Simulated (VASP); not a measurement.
Here is a VASP 6.6.1 calculation.

File INCAR:

```
PREC = Accurate
ENCUT = 520
EDIFF = 1E-6
ISMEAR = 0
SIGMA = 0.1
LREAL = False
LASPH = True
NELM = 100
ALGO = Normal
ISIF = 2
LWAVE = False
LCHARG = False
GGA = PE
NBANDS = 42
```

Contents of KPOINTS:

```
regular mesh
0
Gamma
  8 8 6
```

The input POSCAR:

```
TaAs
1.0
    1.7077174774     -2.9578534359      3.4820585712
   -1.7077174774      2.9578534359      3.4820585712
   -5.1231524323     -2.9578534359      0.0000000000
Ta As
4 4
Direct
    0.7500000000      0.7500000000      0.3333333333
    0.2500000000      0.2500000000      0.3333333333
    0.0000000000      0.5000000000      0.8333333333
    0.5000000000      0.0000000000      0.8333333333
    0.5000000000      0.5000000000      0.0000000000
    0.0000000000      0.0000000000      0.0000000000
    0.7500000000      0.2500000000      0.5000000000
    0.2500000000      0.7500000000      0.5000000000
```

Potentials or basis: VASP PAW PBE potentials, release 64 (Ta_pv, As).

Command:

```bash
$ cat potpaw_PBE.64/Ta_pv/POTCAR potpaw_PBE.64/As/POTCAR > POTCAR
$ mpirun -np 1 vasp_std > vasp.out
```

Question: Predict the pressure.

Answer: 0.4 GPa.

Question: What does it give for the band gap on the k mesh?

Answer: Zero (bands 32 and 33 overlap by 0.47 eV).

Stress tensor (GPa, compression positive):
```
 0.27 -0.03  0.00
-0.03  0.30  0.00
 0.00  0.00  0.59
```

Caveat: spin-orbit coupling is left out, which moves the levels of the heavy elements.
